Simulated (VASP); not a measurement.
# TeP2 (Cmcm) in VASP: relaxation of cell and atoms with PBE

Aim: the relaxation of cell and atoms of TeP2 with PBE.

Everything below comes from runs of VASP 6.6.1. Logs are shortened: lines on timing, memory, paths and dates and some standing lists are left out, and cuts for length are marked.

### 1 The cell of the first run

It takes space group Cmcm (No. 63, orthorhombic). Conventional cell: a = 9.561 Å, b = 5.423 Å, c = 5.033 Å, α = 90.00°, β = 90.00°, γ = 90.00°. Within 4.0 Å of Te (site symmetry m2m) lie 10 P at 3.04 to 3.24 Å and 2 Te at 3.17 Å. Within 4.0 Å of P (site symmetry m) lie 5 Te at 3.04 to 3.24 Å and 7 P at 3.08 to 3.22 Å.

The cell was generated, and may not be a known phase.

### 2 Relaxation of cell and atoms, PBE

INCAR

```
PREC = Accurate
ENCUT = 600
EDIFF = 1E-6
ISMEAR = 0
SIGMA = 0.1
LREAL = F
LASPH = T
NELM = 100
ALGO = Normal
ISIF = 3
LWAVE = F
LCHARG = F
GGA = PE
IBRION = 2
NSW = 90
EDIFFG = -0.04
```

KPOINTS

```
regular mesh
0
Gamma
  4 4 4
```

POSCAR

```
TeP2
1.0
    4.7807048600     -2.7115148700      0.0000000000
    4.7807048600      2.7115148700      0.0000000000
    0.0000000000      0.0000000000      5.0326990300
Te P
2 4
Direct
    0.8224675700      0.1775324300      0.7500000000
    0.1775324300      0.8224675700      0.2500000000
    0.4756610700      0.8463439300      0.7500000000
    0.1536560700      0.5243389300      0.7500000000
    0.8463439300      0.4756610700      0.2500000000
    0.5243389300      0.1536560700      0.2500000000
```

Potentials or basis: VASP PAW PBE potentials, release 64 (Te, P).

The run is started by

```bash
> cat potpaw_PBE.64/Te/POTCAR potpaw_PBE.64/P/POTCAR > POTCAR
> mpirun -np 1 vasp_std > vasp.out
```

OUTCAR:

```text
PREC = Accurate
   ENCUT = 600
   EDIFF = 1E-6
   ISMEAR = 0
   LREAL = F
   LASPH = T
   NELM = 100
   ISIF = 3
   GGA = PE
   IBRION = 2
   NSW = 90
   EDIFFG = -0.04

 ion  position               nearest neighbor table
   1  0.822  0.178  0.750-   5 3.04   6 3.04   5 3.04   6 3.04   3 3.08   4 3.08   3 3.15   4 3.15
                             2 3.17   2 3.17   4 3.24   3 3.24
   2  0.178  0.822  0.250-   3 3.04   4 3.04   3 3.04   4 3.04   5 3.08   6 3.08   6 3.15   5 3.15
                             1 3.17   1 3.17   6 3.24   5 3.24
   3  0.476  0.846  0.750-   2 3.04   2 3.04   1 3.08   1 3.15   1 3.24
   4  0.154  0.524  0.750-   2 3.04   2 3.04   1 3.08   1 3.15   1 3.24
   5  0.846  0.476  0.250-   1 3.04   1 3.04   2 3.08   2 3.15   2 3.24
   6  0.524  0.154  0.250-   1 3.04   1 3.04   2 3.08   2 3.15   2 3.24

  LATTYP: Found a base centered orthorhombic cell.
 ALAT       =     5.4230297400
 B/A-ratio  =     1.7631121676
 C/A-ratio  =     0.9280234982

  Lattice vectors:

 A1 = (  -4.7807048600,  -2.7115148700,   0.0000000000)
 A2 = (   4.7807048600,  -2.7115148700,   0.0000000000)
 A3 = (   0.0000000000,   0.0000000000,   5.0326990300)

Analysis of symmetry for initial positions (statically):
=====================================================================
 Subroutine PRICEL returns:
 Original cell was already a primitive cell.

 Routine SETGRP: Setting up the symmetry group for a
 base centered orthorhombic supercell.

 Subroutine GETGRP returns: Found  8 space group operations
 (whereof  4 operations were pure point group operations)
 out of a pool of  8 trial point group operations.

The static configuration has the point symmetry C_2h.
 The point group associated with its full space group is D_2h.

Analysis of symmetry for dynamics (positions and initial velocities):
=====================================================================
 Subroutine PRICEL returns:
 Original cell was already a primitive cell.

 Routine SETGRP: Setting up the symmetry group for a
 base centered orthorhombic supercell.

 Subroutine GETGRP returns: Found  8 space group operations
 (whereof  4 operations were pure point group operations)
 out of a pool of  8 trial point group operations.

The dynamic configuration has the point symmetry C_2h.
 The point group associated with its full space group is D_2h.

 Subroutine INISYM returns: Found  8 space group operations
 (whereof  4 operations are pure point group operations),
 and found     1 'primitive' translations

----------------------------------------------------------------------------------------

                                     Primitive cell

  volume of cell :     130.4773

  direct lattice vectors                    reciprocal lattice vectors
     4.780704860 -2.711514870  0.000000000     0.104587088 -0.184398767  0.000000000
     4.780704860  2.711514870  0.000000000     0.104587088  0.184398767  0.000000000
     0.000000000  0.000000000  5.032699030     0.000000000  0.000000000  0.198700537

  length of vectors
     5.496130625  5.496130625  5.032699030     0.211993784  0.211993784  0.198700537

  position of ions in fractional coordinates (direct lattice)
     0.822467570  0.177532430  0.750000000
     0.177532430  0.822467570  0.250000000
     0.475661070  0.846343930  0.750000000
     0.153656070  0.524338930  0.750000000
     0.846343930  0.475661070  0.250000000
     0.524338930  0.153656070  0.250000000

  ion indices of the primitive-cell ions
   primitive index   ion index
                 1           1
                 2           2
                 3           3
                 4           4
                 5           5
                 6           6

----------------------------------------------------------------------------------------

 KPOINTS: regular mesh

Automatic generation of k-mesh.
 Grid dimensions read from file:
 generate k-points for:    4    4    4

 Generating k-lattice:

  Cartesian coordinates                     Fractional coordinates (reciprocal lattice)
     0.026146772 -0.046099692  0.000000000     0.250000000  0.000000000  0.000000000
     0.026146772  0.046099692  0.000000000     0.000000000  0.250000000  0.000000000
     0.000000000  0.000000000  0.049675134     0.000000000  0.000000000  0.250000000

  Length of vectors
     0.052998446  0.052998446  0.049675134

  Shift w.r.t. Gamma in fractional coordinates (k-lattice)
     0.000000000  0.000000000  0.000000000

 Subroutine IBZKPT returns following result:
 ===========================================

 Found     21 irreducible k-points:

 Following reciprocal coordinates:
            Coordinates               Weight
  0.000000  0.000000  0.000000      1.000000
  0.250000  0.000000  0.000000      4.000000
  0.500000  0.000000  0.000000      2.000000
  0.250000  0.250000  0.000000      2.000000
  0.500000  0.250000  0.000000      4.000000
 -0.250000  0.250000  0.000000      2.000000
[... 13 lines left out ...]
 -0.250000  0.250000  0.500000      2.000000
  0.500000  0.500000  0.500000      1.000000
   k-points           NKPTS =     21   k-points in BZ     NKDIM =     21   number of bands    NBANDS=     20
   number of dos      NEDOS =    301   number of ions     NIONS =      6
   total plane-waves  NPLWV =  92160
   dimension x,y,z NGX =    48 NGY =   48 NGZ =   40
   dimension x,y,z NGXF=    96 NGYF=   96 NGZF=   80
   ions per type =               2   4
   NGX,Y,Z   is equivalent  to a cutoff of  14.52, 14.52, 13.21 a.u.
   NGXF,Y,Z  is equivalent  to a cutoff of  29.04, 29.04, 26.43 a.u.
 SYSTEM =  unknown system
   PREC   = accura    normal or accurate (medium, high low for compatibility)
   ISTART =      0    job   : 0-new  1-cont  2-samecut
   ICHARG =      2    charge: 1-file 2-atom 10-const
   ISPIN  =      1    spin polarized calculation?
   LNONCOLLINEAR =      F non collinear calculations
   LSORBIT =      F    spin-orbit coupling
   LASPH  =      T    aspherical Exc in radial PAW
   ENCUT  =  600.0 eV  44.10 Ry    6.64 a.u.  10.98 10.98 10.05*2*pi/ulx,y,z
   NELM   =    100;   NELMIN=  2; NELMDL= -5     # of ELM steps
   EDIFF  = 0.1E-05   stopping-criterion for ELM
   LREAL  =      F    real-space projection
   EDIFFG = -.4E-01   stopping-criterion for IOM
   NSW    =     90    number of steps for IOM
   IBRION =      2    ionic relax: 0-MD 1-quasi-New 2-CG
   NFREE  =      1    steps in history (QN), initial steepest desc. (CG)
   ISIF   =      3    stress and relaxation
   ISYM   =      2    0-nonsym 1-usesym 2-fastsym
   POTIM  = 0.5000    time-step for ionic-motion
   TEBEG  =    0.0;   TEEND  =   0.0 temperature during run
   PSTRESS=    0.0 pullay stress
   NELECT =      32.0000    total number of electrons
   NUPDOWN=      -1.0000    fix difference up-down
   EMIN   =  10.00;   EMAX   =-10.00  energy-range for DOS
   EFERMI =   0.00;   METHOD = LEGACY
   ISMEAR =     0;   SIGMA  =   0.10  broadening in eV -4-tet -1-fermi 0-gaus
   EFERMI_NEDOS =   21; number of points for ismear=-14 and -15
   IALGO  =     38    algorithm
   IMIX   =      4    mixing-type and parameters
     AMIX     =   0.40;   BMIX     =  1.00
     AMIX_MAG =   1.60;   BMIX_MAG =  1.00
  volume/ion in A,a.u.               =      21.75       146.75
  Fermi-wavevector in a.u.,A,eV,Ry     =   1.024739  1.936476 14.287338  1.050090
  Thomas-Fermi vector in A             =   2.158542
   LORBIT       =      0    0 simple, 1 ext, 2 COOP (PROOUT), +10 PAW based schemes
   GGA     = PE    functional components
   LHFCALC =     F    Hartree Fock is set to
   AEXX    =    0.0000 exact exchange contribution
   IVDW    =     0    specifies the selected vdW correction
   LEPSILON=     F    determine dielectric tensor
   LRPA    =     F    only Hartree local field effects (RPA)
 conjugate gradient relaxation of ions
 non-spin polarized calculation
 Gauss-broadening in eV      SIGMA  =   0.10
  energy-cutoff  :      600.00
  volume of cell :      130.48
 maximum number of plane-waves:      4386
 NGX is ok and might be reduce to    48
   NGX = 21   NGY = 21   NGZ = 21

--------------------------------------- Ionic step        1  -------------------------------------------

 number of electron      31.9999997 magnetization

 Free energy of the ion-electron system (eV)
  ---------------------------------------------------
  ext. energy  EPLUGINS =         0.00000000
  ---------------------------------------------------
  free energy    TOTEN  =       -22.07237827 eV

  energy without entropy =      -22.04587484  energy(sigma->0) =      -22.05912655

------------------------ aborting loop because EDIFF is reached ----------------------------------------

  FORCE on cell =-STRESS in cart. coord.  units (eV):
  Direction    XX          YY          ZZ          XY          YZ          ZX
  --------------------------------------------------------------------------------------
  -------------------------------------------------------------------------------------
  Total       -5.2948937     -4.7214308     -5.8733498      0.0000000     -0.0000000      0.0000000
  in kB      -65.0179014    -57.9761447    -72.1209715      0.0000000     -0.0000000      0.0000000
  external PRESSURE =     -65.0383392 kB  Pullay stress =       0.0000000 kB
[... 101 lines left out ...]
  FREE ENERGIE OF THE ION-ELECTRON SYSTEM (eV)
  ---------------------------------------------------
  free  energy   TOTEN  =       -22.4429408028 eV

  energy  without entropy=      -22.4223746806  energy(sigma->0) =      -22.43265774

[... ionic steps 4 to 74 ...]

--------------------------------------- Ionic step       75  -------------------------------------------

 number of electron      32.0000001 magnetization

------------------------ aborting loop because EDIFF is reached ----------------------------------------

  FORCE on cell =-STRESS in cart. coord.  units (eV):
  Direction    XX          YY          ZZ          XY          YZ          ZX
  --------------------------------------------------------------------------------------
  -------------------------------------------------------------------------------------
  Total        0.0074211     -0.0449590      0.0130278      0.0000000     -0.0000000      0.0000000
  in kB        0.0961400     -0.5824412      0.1687748      0.0000000     -0.0000000      0.0000000
  external PRESSURE =      -0.1058421 kB  Pullay stress =       0.0000000 kB
[... 65 lines left out ...]
  energy  without entropy=      -25.9175802354  energy(sigma->0) =      -25.92839787

--------------------------------------- Ionic step       77  -------------------------------------------

 number of electron      32.0000000 magnetization

 Free energy of the ion-electron system (eV)
  ---------------------------------------------------
  ext. energy  EPLUGINS =         0.00000000
  ---------------------------------------------------
  free energy    TOTEN  =       -25.94016310 eV

  energy without entropy =      -25.91843725  energy(sigma->0) =      -25.92930018

 E-fermi :   7.6820     XC(G=0): -10.3198

 val. band max:        7.6803446250   @ k =   0.2500   0.2500   0.0000
 cond. band min:       7.6977581108   @ k =   0.5000   0.0000   0.0000
 fundamental gap:      0.0174134857
 Fermi energy:         7.6820318916

 k-point     1 :       0.0000    0.0000    0.0000
  band No.  band energies     occupation
      1      -7.3208      2.00000
      2      -3.5876      2.00000
      3      -3.4007      2.00000
      4      -1.6158      2.00000
      5      -0.7006      2.00000
      6       0.3029      2.00000
[... 12 lines left out ...]
     19      10.3259      0.00000
[... 492 lines left out ...]
  FREE ENERGIE OF THE ION-ELECTRON SYSTEM (eV)
  ---------------------------------------------------
  free  energy   TOTEN  =       -25.9401631048 eV

  energy  without entropy=      -25.9184372515  energy(sigma->0) =      -25.92930018

 reached required accuracy - stopping structural energy minimisation
```

It took 57 min on 1 thread of Intel Xeon Platinum 8488C (Sapphire Rapids), shared host; peak memory 0.35 GiB.

Results:

| Item | Value |
| --- | --- |
| Free energy | -25.9402 eV |
| Relaxed volume | 20.59 Å³/atom |
| Relaxed cell | a = 5.777 Å, b = 5.777 Å, c = 4.916 Å, α = 90.00°, β = 90.00°, γ = 48.85° |
| Space group after relaxing (to 0.1 Å) | Fmmm (No. 69) |
| Energy gained by relaxing | 644.6 meV/atom |
| Ionic steps | 77 |
| Pressure after relaxing | 0.1 GPa |
| Largest force after relaxing | 0.034 eV/Å |

Forces in eV/Å, atoms in the order of the input:
```
Te   0.000  0.034  0.000
Te   0.000 -0.034  0.000
P   -0.026  0.010  0.000
P    0.026  0.010  0.000
P   -0.026 -0.010  0.000
P    0.026 -0.010  0.000
```

Step by step:
```
step  energy change (eV)  largest force (eV/Å)  pressure (GPa)  volume (Å³)
   1              0.0000                0.8742           -6.50       130.48
   3             -0.3706                1.1266            1.03       115.76
   5             -0.7817                0.4467            3.87       112.76
   7             -0.9752                0.3281           -1.29       121.48
   9             -1.0455                0.2532           -1.24       122.46
  11             -1.0603                0.2164           -0.73       122.41
  13             -1.0811                0.1955            0.99       118.95
  15             -1.1101                0.2436            0.49       118.83
  17             -1.1384                0.3952            0.01       118.49
  19             -1.3777                0.6161            0.95       117.08
  21             -2.2131                1.1480           12.71       110.99
  23             -2.2750                0.8520            9.74       112.03
  25             -2.2893                0.8955            9.93       112.12
  27             -2.3445                1.0747           10.68       112.51
  29             -2.4474                1.1154           11.42       113.76
  31             -2.8155                0.8759            6.91       120.51
  33             -2.8730                0.8198            4.55       124.94
  35             -3.0806                0.7010            2.28       127.32
  37             -3.2184                0.6095           -1.13       131.62
  39             -3.3664                0.4132            0.17       128.87
  41             -3.4097                0.2162            1.38       126.72
  43             -3.4467                0.1922           -0.72       130.27
  45             -3.5061                0.2578            0.20       127.94
  47             -3.4528                0.3185            5.48       117.16
  49             -3.6010                0.3912            3.62       120.42
  51             -3.6172                0.3659            3.03       121.49
  53             -3.6380                0.3583            3.09       121.10
  55             -3.6415                0.3616            3.16       120.84
  57             -3.6883                0.3184            2.31       121.99
  59             -3.7832                0.1371           -1.02       127.19
  61             -3.7973                0.1639           -1.16       127.38
  63             -3.8194                0.2253           -0.12       125.46
  65             -3.8221                0.2243           -0.07       125.28
  67             -3.8350                0.2063            0.79       123.18
  69             -3.8446                0.1689            0.45       123.51
  71             -3.8572                0.0822           -0.83       124.97
  73             -3.8634                0.0759           -0.22       124.01
  75             -3.8649                0.0717           -0.01       123.67
  77             -3.8678                0.0335            0.10       123.53
```

Final structure:
```
CELL_PARAMETERS angstrom
5.26016 -2.38871 0.00000
5.26016 2.38871 0.00000
0.00000 0.00000 4.91552
ATOMIC_POSITIONS crystal
Te 0.75345 0.24655 0.75000
Te 0.24655 0.75345 0.25000
P 0.75091 0.75242 0.75000
P 0.24758 0.24909 0.75000
P 0.75242 0.75091 0.25000
P 0.24909 0.24758 0.25000
```

Caveat: the bands computed are all filled at some k points, so no gap is given; spin-orbit coupling is left out, which moves the levels of the heavy elements.
